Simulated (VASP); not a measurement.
# Pt (C2/m) in VASP: single point with PBEsol

Aim: the single point of Pt with PBEsol.

Everything below comes from runs of VASP 6.6.1. Logs are shortened: lines on timing, memory, paths and dates and some standing lists are left out, and cuts for length are marked.

### 1 The cell of the first run

The typed cell holds 4 atoms: a = 2.725 Å, b = 2.725 Å, c = 9.512 Å, α = 90.27°, β = 89.73°, γ = 120.61°.

### 2 Single point, PBEsol

File INCAR:

```
SYSTEM = Pt
ALGO = Fast ; EDIFF = 1E-7
ENCUT = 520 ; GGA = PS
ISIF = 2 ; ISMEAR = 0
LASPH = .True. ; LCHARG = .False.
LREAL = .False. ; LWAVE = .False.
NBANDS = 28 ; NELM = 80
PREC = Accurate ; SIGMA = 0.15
```

File KPOINTS:

```
k-points
0
Gamma
  12 12 4
  0 0 0
```

File POSCAR:

```
Pt
1.0
    2.7251526872     -0.0157237420      0.0051049758
   -1.3741350558      2.3534830052     -0.0061138974
    0.0270948748     -0.0112481146      9.5115848366
Pt
4
Direct
    0.7500039439      0.2499853394      0.3749998995
    0.7500004211      0.2500160112      0.8749997329
    0.2499914244      0.7500085113      0.1249998433
    0.2500042107      0.7499901380      0.6250005243
```

Potentials or basis: VASP PAW PBE potentials, release 64 (Pt).

Command:

```sh
$ cat potpaw_PBE.64/Pt/POTCAR > POTCAR
$ mpirun -np 1 vasp_std > vasp.out
```

OUTCAR:

```text
SYSTEM = Pt
   EDIFF = 1E-7
   ENCUT = 520
   GGA = PS
   ISIF = 2
   ISMEAR = 0
   LASPH = .True.
   LREAL = .False.
   NELM = 80
   PREC = Accurate

 ion  position               nearest neighbor table
   1  0.750  0.250  0.375-   4 2.73   3 2.73   3 2.73   4 2.73   3 3.35   4 3.35   4 3.36   3 3.36

   2  0.750  0.250  0.875-   4 2.73   3 2.73   3 2.73   4 2.73   3 3.35   4 3.35   4 3.36   3 3.36

   3  0.250  0.750  0.125-   1 2.73   2 2.73   2 2.73   1 2.73   1 3.35   2 3.35   2 3.36   1 3.36

   4  0.250  0.750  0.625-   2 2.73   1 2.73   2 2.73   1 2.73   1 3.35   2 3.35   2 3.36   1 3.36

  LATTYP: Found a triclinic cell.
 ALAT       =     2.7252028301
 B/A-ratio  =     0.9907769518
 C/A-ratio  =     3.4902466611
 COS(alpha) =     0.0000277947
 COS(beta)  =     0.0047286127
 COS(gamma) =     0.4953588274

  Lattice vectors:

 A1 = (   2.7251526872,  -0.0157237420,   0.0051049758)
 A2 = (   1.3510176314,   2.3377592632,  -0.0010089216)
 A3 = (   0.0270948748,  -0.0112481146,   9.5115848366)

Analysis of symmetry for initial positions (statically):
=====================================================================
 Subroutine PRICEL returns:
 Original cell was already a primitive cell.

 Routine SETGRP: Setting up the symmetry group for a
 triclinic supercell.

 Subroutine GETGRP returns: Found  1 space group operations
 (whereof  1 operations were pure point group operations)
 out of a pool of  2 trial point group operations.

The static configuration has the point symmetry C_1 .

Analysis of symmetry for dynamics (positions and initial velocities):
=====================================================================
 Subroutine PRICEL returns:
 Original cell was already a primitive cell.

 Routine SETGRP: Setting up the symmetry group for a
 triclinic supercell.

 Subroutine GETGRP returns: Found  1 space group operations
 (whereof  1 operations were pure point group operations)
 out of a pool of  2 trial point group operations.

The dynamic configuration has the point symmetry C_1 .

 Subroutine INISYM returns: Found  1 space group operations
 (whereof  1 operations are pure point group operations),
 and found     1 'primitive' translations

----------------------------------------------------------------------------------------

                                     Primitive cell

  volume of cell :      60.7976

  direct lattice vectors                    reciprocal lattice vectors
     2.725152687 -0.015723742  0.005104976     0.368193787  0.214976327 -0.000794619
    -1.374135056  2.353483005 -0.006113897     0.002458985  0.426339181  0.000497171
     0.027094875 -0.011248115  9.511584837    -0.000196033  0.000158664  0.105135696

  length of vectors
     2.725202830  2.725282882  9.511630079     0.426359142  0.426346562  0.105135999

  position of ions in fractional coordinates (direct lattice)
     0.750003944  0.249985339  0.374999899
     0.750000421  0.250016011  0.874999733
     0.249991424  0.750008511  0.124999843
     0.250004211  0.749990138  0.625000524

  ion indices of the primitive-cell ions
   primitive index   ion index
                 1           1
                 2           2
                 3           3
                 4           4

----------------------------------------------------------------------------------------

 KPOINTS: k-points

Automatic generation of k-mesh.
 Grid dimensions read from file:
 generate k-points for:   12   12    4

 Generating k-lattice:

  Cartesian coordinates                     Fractional coordinates (reciprocal lattice)
     0.030682816  0.017914694 -0.000066218     0.083333333  0.000000000 -0.000000000
     0.000204915  0.035528265  0.000041431    -0.000000000  0.083333333 -0.000000000
    -0.000049008  0.000039666  0.026283924     0.000000000  0.000000000  0.250000000

  Length of vectors
     0.035529928  0.035528880  0.026284000

  Shift w.r.t. Gamma in fractional coordinates (k-lattice)
     0.000000000  0.000000000  0.000000000

 -----------------------------------------------------------------------------
|                                                                             |
|           W    W    AA    RRRRR   N    N  II  N    N   GGGG   !!!           |
|           W    W   A  A   R    R  NN   N  II  NN   N  G    G  !!!           |
|           W    W  A    A  R    R  N N  N  II  N N  N  G       !!!           |
|           W WW W  AAAAAA  RRRRR   N  N N  II  N  N N  G  GGG   !            |
|           WW  WW  A    A  R   R   N   NN  II  N   NN  G    G                |
|           W    W  A    A  R    R  N    N  II  N    N   GGGG   !!!           |
|                                                                             |
|     Your reciprocal lattice and k-lattice belong to different lattice       |
|     classes:                                                                |
|                                                                             |
|        The reciprocal lattice is triclinic,                                 |
|        whereas your k-lattice is base-centered monoclinic.                  |
|                                                                             |
|     Results are often still useful ...                                      |
|                                                                             |
 -----------------------------------------------------------------------------

 Subroutine IBZKPT returns following result:
 ===========================================

 Found    292 irreducible k-points:

 Following reciprocal coordinates:
            Coordinates               Weight
  0.000000  0.000000  0.000000      1.000000
  0.083333  0.000000  0.000000      2.000000
  0.166667  0.000000  0.000000      2.000000
  0.250000 -0.000000  0.000000      2.000000
  0.333333  0.000000  0.000000      2.000000
  0.416667  0.000000 -0.000000      2.000000
[... 16 lines left out ...]
  0.250000  0.166667  0.000000      2.000000
  0.333333  0.166667 -0.000000      2.000000
 [... further k-points ...]
   k-points           NKPTS =    292   k-points in BZ     NKDIM =    292   number of bands    NBANDS=     28
   number of dos      NEDOS =    301   number of ions     NIONS =      4
   total plane-waves  NPLWV =  28800
   dimension x,y,z NGX =    20 NGY =   20 NGZ =   72
   dimension x,y,z NGXF=    40 NGYF=   40 NGZF=  144
   ions per type =               4
   NGX,Y,Z   is equivalent  to a cutoff of  12.20, 12.20, 12.58 a.u.
   NGXF,Y,Z  is equivalent  to a cutoff of  24.40, 24.40, 25.17 a.u.
 SYSTEM =  Pt
   PREC   = accura    normal or accurate (medium, high low for compatibility)
   ISTART =      0    job   : 0-new  1-cont  2-samecut
   ICHARG =      2    charge: 1-file 2-atom 10-const
   ISPIN  =      1    spin polarized calculation?
   LNONCOLLINEAR =      F non collinear calculations
   LSORBIT =      F    spin-orbit coupling
   LASPH  =      T    aspherical Exc in radial PAW
   ENCUT  =  520.0 eV  38.22 Ry    6.18 a.u.   5.07  5.07 17.69*2*pi/ulx,y,z
   NELM   =     80;   NELMIN=  2; NELMDL= -5     # of ELM steps
   EDIFF  = 0.1E-06   stopping-criterion for ELM
   LREAL  =      F    real-space projection
   EDIFFG = 0.1E-05   stopping-criterion for IOM
   NSW    =      0    number of steps for IOM
   IBRION =     -1    ionic relax: 0-MD 1-quasi-New 2-CG
   NFREE  =      0    steps in history (QN), initial steepest desc. (CG)
   ISIF   =      2    stress and relaxation
   ISYM   =      2    0-nonsym 1-usesym 2-fastsym
   POTIM  = 0.5000    time-step for ionic-motion
   TEBEG  =    0.0;   TEEND  =   0.0 temperature during run
   PSTRESS=    0.0 pullay stress
   NELECT =      40.0000    total number of electrons
   NUPDOWN=      -1.0000    fix difference up-down
   EMIN   =  10.00;   EMAX   =-10.00  energy-range for DOS
   EFERMI =   0.00;   METHOD = LEGACY
   ISMEAR =     0;   SIGMA  =   0.15  broadening in eV -4-tet -1-fermi 0-gaus
   EFERMI_NEDOS =   21; number of points for ismear=-14 and -15
   IALGO  =     68    algorithm
   IMIX   =      4    mixing-type and parameters
     AMIX     =   0.40;   BMIX     =  1.00
     AMIX_MAG =   1.60;   BMIX_MAG =  1.00
  volume/ion in A,a.u.               =      15.20       102.57
  Fermi-wavevector in a.u.,A,eV,Ry     =   1.423856  2.690698 27.583993  2.027366
  Thomas-Fermi vector in A             =   2.544409
   LORBIT       =      0    0 simple, 1 ext, 2 COOP (PROOUT), +10 PAW based schemes
   GGA     = PS    functional components
   LHFCALC =     F    Hartree Fock is set to
   AEXX    =    0.0000 exact exchange contribution
   IVDW    =     0    specifies the selected vdW correction
   LEPSILON=     F    determine dielectric tensor
   LRPA    =     F    only Hartree local field effects (RPA)
 non-spin polarized calculation
 RMM-DIIS sequential band-by-band and
 Gauss-broadening in eV      SIGMA  =   0.15
  energy-cutoff  :      520.00
  volume of cell :       60.80
 maximum number of plane-waves:      1672
   NGX = 11   NGY = 11   NGZ = 35

 number of electron      40.0000005 magnetization

 Free energy of the ion-electron system (eV)
  ---------------------------------------------------
  ext. energy  EPLUGINS =         0.00000000
  ---------------------------------------------------
  free energy    TOTEN  =       -27.85330162 eV

  energy without entropy =      -27.80482429  energy(sigma->0) =      -27.82906296

 E-fermi :  10.9176     XC(G=0): -13.5684

 val. band max:       10.9137244940   @ k =   0.5000   0.5000   0.2500
 cond. band min:      10.9184089727   @ k =  -0.3333  -0.1667   0.2500
 fundamental gap:      0.0046844788
 Fermi energy:        10.9176212431

 k-point     1 :       0.0000    0.0000    0.0000
  band No.  band energies     occupation
      1       0.7393      2.00000
      2       2.5018      2.00000
      3       2.5018      2.00000
      4       3.3957      2.00000
      5       5.8961      2.00000
      6       6.5539      2.00000
[... 20 lines left out ...]
     27      22.7788      0.00000
     28      25.8674      0.00000

 k-point     2 :       0.0833    0.0000    0.0000
  band No.  band energies     occupation
      1       1.0072      2.00000
      2       2.7653      2.00000
      3       2.7696      2.00000
      4       3.6629      2.00000
      5       5.9883      2.00000
      6       6.3827      2.00000
[... 674 lines left out ...]
 k-point    24 :       0.3333    0.1667   -0.0000
  band No.  band energies     occupation
      1       4.3513      2.00000
      2       4.3520      2.00000
      3       5.2496      2.00000
      4       5.2535      2.00000
      5       5.3774      2.00000
      6       5.4046      2.00000
[... 20 lines left out ...]
     27      19.0974      0.00000
     28      21.0905      0.00000

 [... further k-points ...]
[... 5 lines left out ...]
  --------------------------------------------------------------------------------------
  -------------------------------------------------------------------------------------
  Total       -0.1496556     -0.1522950     -0.1788837      0.0008899      0.0005056     -0.0032853
  in kB       -3.9438234     -4.0133778     -4.7140605      0.0234505      0.0133229     -0.0865773
  external PRESSURE =      -4.2237539 kB  Pullay stress =       0.0000000 kB

 VOLUME and BASIS-vectors are now :
 -----------------------------------------------------------------------------
  energy-cutoff  :      520.00
  volume of cell :       60.80
      direct lattice vectors                 reciprocal lattice vectors
     2.725152687 -0.015723742  0.005104976     0.368193787  0.214976327 -0.000794619
    -1.374135056  2.353483005 -0.006113897     0.002458985  0.426339181  0.000497171
     0.027094875 -0.011248115  9.511584837    -0.000196033  0.000158664  0.105135696

 POSITION                                       TOTAL-FORCE (eV/Angst)
 -----------------------------------------------------------------------------------
      1.71052      0.57233      3.56914        -0.000015      0.000031      0.000076
      1.72402      0.56677      8.32493        -0.000021     -0.000065      0.000010
     -0.34596      1.75980      1.18564         0.000032      0.000001     -0.000036
     -0.33235      1.75413      5.94144         0.000004      0.000033     -0.000050
 -----------------------------------------------------------------------------------
    total drift:                                0.000002     -0.000000     -0.000000

  FREE ENERGIE OF THE ION-ELECTRON SYSTEM (eV)
  ---------------------------------------------------
  free  energy   TOTEN  =       -27.8533016231 eV

  energy  without entropy=      -27.8048242908  energy(sigma->0) =      -27.82906296
```

Wall time 13 min (1 thread of Oxide Virtual Turin-like, shared host); peak memory 0.42 GiB.

Results:

| Property | Result |
| --- | --- |
| Free energy | -27.8533 eV |
| Pressure | -0.4 GPa |
| Band gap on the k mesh | zero (bands 20 and 21 overlap by 1.83 eV) |

Levels at points of the mesh, in eV from the Fermi level:
| k point | band 18 | band 19 | band 20 | band 21 | band 22 | band 23 |
| --- | --- | --- | --- | --- | --- | --- |
| (0.00, 0.00, 0.00) | -1.32 | -1.32 | -1.01 | -1.01 | -0.99 | -0.37 |
| (0.50, 0.00, 0.00) | 0.46 | 0.58 | 0.59 | 0.60 | 0.63 | 3.12 |
| (0.00, 0.50, 0.00) | 0.46 | 0.58 | 0.59 | 0.60 | 0.63 | 3.12 |
| (0.50, 0.50, 0.00) | 0.43 | 0.43 | 0.63 | 0.77 | 3.29 | 3.29 |
| (0.00, 0.00, 0.50) | -2.41 | -1.39 | -1.39 | -0.57 | -0.57 | -0.02 |
| (0.50, 0.00, 0.50) | 0.46 | 0.47 | 0.47 | 2.44 | 2.44 | 2.46 |
| (0.00, 0.50, 0.50) | 0.46 | 0.47 | 0.47 | 2.44 | 2.44 | 2.46 |
| (0.50, 0.50, 0.50) | 0.29 | 0.57 | 0.57 | 1.12 | 1.12 | 4.83 |

Caveat: the PAW data sets were made with another functional, which shifts forces and pressure a little; spin-orbit coupling is left out, which moves the levels of the heavy elements.
